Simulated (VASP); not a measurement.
# Al (P6_3/mmc) in VASP: further runs, part 2 of 2

VASP 6.6.1.

### Step 4. Single point, LDA (16.27 Å³/atom)

This run uses another cell than the first one, of 16.27 Å³/atom.

INCAR

```
PREC = Accurate
ENCUT = 520
EDIFF = 1E-6
ISMEAR = -1
SIGMA = 0.15
LREAL = F
LASPH = T
NELM = 100
ALGO = Normal
ISIF = 2
LWAVE = F
LCHARG = T
LELF = T
LVHAR = T
NBANDS = 10
```

KPOINTS

```
regular mesh
0
Gamma
  18 18 10
```

POSCAR

```
Al
1.0
    2.8351802029      0.0000000000      0.0000000000
   -1.4175901014      2.4553380800      0.0000000000
    0.0000000000      0.0000000000      4.6756823840
Al
2
Direct
    0.6666666667      0.3333333333      0.7500000000
    0.3333333333      0.6666666667      0.2500000000
```

Potentials or basis: VASP PAW LDA potentials, release 64 (Al).

On the command line:

```
> cat potpaw_LDA.64/Al/POTCAR > POTCAR
> mpirun -np 1 vasp_std > vasp.out
```

OUTCAR:

```text
PREC = Accurate
   ENCUT = 520
   EDIFF = 1E-6
   ISMEAR = -1
   LREAL = F
   LASPH = T
   NELM = 100
   ISIF = 2

 ion  position               nearest neighbor table
   1  0.667  0.333  0.750-   2 2.85   2 2.85   2 2.85   2 2.85   2 2.85   2 2.85
   2  0.333  0.667  0.250-   1 2.85   1 2.85   1 2.85   1 2.85   1 2.85   1 2.85

  LATTYP: Found a hexagonal cell.
 ALAT       =     2.8351802029
 C/A-ratio  =     1.6491658552

  Lattice vectors:

 A1 = (   2.8351802029,   0.0000000000,   0.0000000000)
 A2 = (  -1.4175901014,   2.4553380800,   0.0000000000)
 A3 = (   0.0000000000,   0.0000000000,   4.6756823840)

Analysis of symmetry for initial positions (statically):
=====================================================================
 Subroutine PRICEL returns:
 Original cell was already a primitive cell.

 Routine SETGRP: Setting up the symmetry group for a
 hexagonal supercell.

 Subroutine GETGRP returns: Found 24 space group operations
 (whereof 12 operations were pure point group operations)
 out of a pool of 24 trial point group operations.

The static configuration has the point symmetry D_3d.
 The point group associated with its full space group is D_6h.

Analysis of symmetry for dynamics (positions and initial velocities):
=====================================================================
 Subroutine PRICEL returns:
 Original cell was already a primitive cell.

 Routine SETGRP: Setting up the symmetry group for a
 hexagonal supercell.

 Subroutine GETGRP returns: Found 24 space group operations
 (whereof 12 operations were pure point group operations)
 out of a pool of 24 trial point group operations.

The dynamic configuration has the point symmetry D_3d.
 The point group associated with its full space group is D_6h.

 Subroutine INISYM returns: Found 24 space group operations
 (whereof 12 operations are pure point group operations),
 and found     1 'primitive' translations

----------------------------------------------------------------------------------------

                                     Primitive cell
[... 113 lines left out ...]
  Fermi-wavevector in a.u.,A,eV,Ry     =   0.931707  1.760672 11.810930  0.868079
  Thomas-Fermi vector in A             =   2.058229
   LORBIT       =      0    0 simple, 1 ext, 2 COOP (PROOUT), +10 PAW based schemes
   GGA     = CA    functional components
   LHFCALC =     F    Hartree Fock is set to
   AEXX    =    0.0000 exact exchange contribution
   IVDW    =     0    specifies the selected vdW correction
   LEPSILON=     F    determine dielectric tensor
   LRPA    =     F    only Hartree local field effects (RPA)
 non-spin polarized calculation
  energy-cutoff  :      520.00
  volume of cell :       32.55
 maximum number of plane-waves:       889
 NGX is ok and might be reduce to    24
   NGX = 11   NGY = 11   NGZ = 17

 number of electron       6.0000000 magnetization

 Free energy of the ion-electron system (eV)
  ---------------------------------------------------
  ext. energy  EPLUGINS =         0.00000000
  ---------------------------------------------------
  free energy    TOTEN  =        -8.34120375 eV

  energy without entropy =       -8.27693743  energy(sigma->0) =       -8.30907059

 E-fermi :   7.9282     XC(G=0): -10.3960

 val. band max:        7.9273467240   @ k =   0.3889   0.1111   0.0000
 cond. band min:       7.9392033683   @ k =   0.0556   0.0556   0.3000
 fundamental gap:      0.0118566443
 Fermi energy:         7.9282235814

 k-point     1 :       0.0000    0.0000    0.0000
  band No.  band energies     occupation
      1      -3.2629      2.00000
      2       3.2821      2.00000
      3       3.3962      2.00000
      4      18.6544      0.00000
      5      18.6544      0.00000
      6      19.0666      0.00000
      7      19.0666      0.00000
      8      19.9574      0.00000
      9      21.9037      0.00000
     10      22.1454      0.00000
[... 287 lines left out ...]
 k-point    24 :       0.3889    0.1111    0.0000
  band No.  band energies     occupation
      1       1.7048      2.00000
      2       4.2854      2.00000
      3       7.9273      1.00292
      4       8.2655      0.19098
      5      10.2411      0.00000
      6      10.6105      0.00000
      7      11.6436      0.00000
      8      16.9980      0.00000
      9      17.0528      0.00000
     10      18.4372      0.00000

 [... further k-points ...]
[... 5 lines left out ...]
  --------------------------------------------------------------------------------------
  -------------------------------------------------------------------------------------
  Total       -0.2952481     -0.2952481     -0.2912798     -0.0000000     -0.0000000      0.0000000
  in kB      -14.5331830    -14.5331830    -14.3378502     -0.0000000     -0.0000000      0.0000000
  external PRESSURE =     -14.4680721 kB  Pullay stress =       0.0000000 kB

 VOLUME and BASIS-vectors are now :
 -----------------------------------------------------------------------------
  energy-cutoff  :      520.00
  volume of cell :       32.55
      direct lattice vectors                 reciprocal lattice vectors
     2.835180203  0.000000000  0.000000000     0.352711266  0.203637945  0.000000000
    -1.417590101  2.455338080  0.000000000     0.000000000  0.407275889  0.000000000
     0.000000000  0.000000000  4.675682384     0.000000000  0.000000000  0.213872526

 POSITION                                       TOTAL-FORCE (eV/Angst)
 -----------------------------------------------------------------------------------
      1.41759      0.81845      3.50676        -0.000000      0.000000      0.000000
     -0.00000      1.63689      1.16892         0.000000     -0.000000      0.000000
 -----------------------------------------------------------------------------------
    total drift:                                0.000000     -0.000000      0.000000

  FREE ENERGIE OF THE ION-ELECTRON SYSTEM (eV)
  ---------------------------------------------------
  free  energy   TOTEN  =        -8.3412037497 eV

  energy  without entropy=       -8.2769374325  energy(sigma->0) =       -8.30907059
```

Wall time 34 s (1 thread of Intel Xeon 8259CL, shared host); peak memory 0.18 GiB.

What came out:

```yaml
Free_energy: -8.3412 eV
Pressure: -1.4 GPa
Band_gap_on_the_k_mesh: zero (bands 3 and 4 overlap by 7.31 eV)
```

Levels at points of the mesh, in eV from the Fermi level:
| k point | band 1 | band 2 | band 3 | band 4 | band 5 | band 6 | band 7 |
| --- | --- | --- | --- | --- | --- | --- | --- |
| (0.00, 0.00, 0.00) | -11.19 | -4.65 | -4.53 | 10.73 | 10.73 | 11.14 | 11.14 |
| (0.50, 0.00, 0.00) | -5.30 | -5.11 | 0.61 | 1.04 | 1.52 | 1.69 | 5.72 |
| (0.00, 0.00, 0.50) | -9.51 | -9.51 | 3.28 | 3.28 | 11.96 | 11.96 | 11.96 |
| (0.50, 0.00, 0.50) | -3.91 | -3.91 | -3.22 | -3.22 | 7.15 | 7.15 | 7.63 |

### Step 5. The runs side by side

```csv
cell,smearing,gap on the mesh (eV),pressure (GPa)
"a = 2.803, b = 2.803, c = 4.686 Å, angles 90.0, 90.0, 120.0°, 2 atoms",gaussian 0.1 eV,none,0.1
"a = 2.817, b = 2.817, c = 4.644 Å, angles 90.0, 90.0, 120.0°, 2 atoms",fermi-dirac 0.15 eV,none,0.1
"a = 2.835, b = 2.835, c = 4.676 Å, angles 90.0, 90.0, 120.0°, 2 atoms",fermi-dirac 0.15 eV,none,-1.4
```

Alike in all rows: task single point; level LDA; potentials or basis VASP PAW LDA potentials, release 64 (Al); no spin polarisation; k mesh 18 × 18 × 10; cutoff (eV) 520.

Total energies depend on the potentials used, so only differences within one code and one set of settings carry meaning.
